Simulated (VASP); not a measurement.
Write the native input for VASP 6.6.1 that does the following.

* Task: single point
* Functional: PBE
* Potentials or basis: VASP PAW PBE potentials, release 64 (Rh_pv)
* Cutoff: 520 eV
* k mesh: 22 × 22 × 22
* Occupations: gaussian, width 0.15 eV
* Spin: no spin polarisation
* Dipole correction: no
* Further INCAR settings: ALGO = Fast; EDIFF = 1e-06; NBANDS = 14

The structure of Rh lies in POSCAR:

```
Rh
1.0
    0.0000000000      1.9015500000      1.9015500000
    1.9681042500      0.0000000000      1.9015500000
    1.9681042500      1.9015500000      0.0000000000
Rh
1
Direct
    0.0000000000      0.0000000000      0.0000000000
```

This cell differs from its parent crystal: strain +0.0350 x Voigt [1, 0, 0, 0, 0, 0].

These files were run (other wordings do the same):

INCAR

```
PREC = Accurate
ENCUT = 520
EDIFF = 1E-6
ISMEAR = 0
SIGMA = 0.15
LREAL = F
LASPH = T
NELM = 100
ALGO = Fast
ISIF = 2
LWAVE = F
LCHARG = F
GGA = PE
NBANDS = 14
```

KPOINTS

```
Automatic mesh
0
Gamma
  22 22 22
```

Potentials or basis: VASP PAW PBE potentials, release 64 (Rh_pv).

Launch:

```bash
$ cat potpaw_PBE.64/Rh_pv/POTCAR > POTCAR
$ mpirun -np 1 vasp_std > vasp.out
```

It gave:

```json
{
  "Pressure": "-3.0 GPa"
}
```

Caveat: the cell differs from its parent crystal (strain +0.0350 x Voigt [1, 0, 0, 0, 0, 0]).

It took 73 s on 1 thread of Intel(R) Xeon(R) 6975P-C (Granite Rapids) (shared host), peak memory 0.25 GiB.
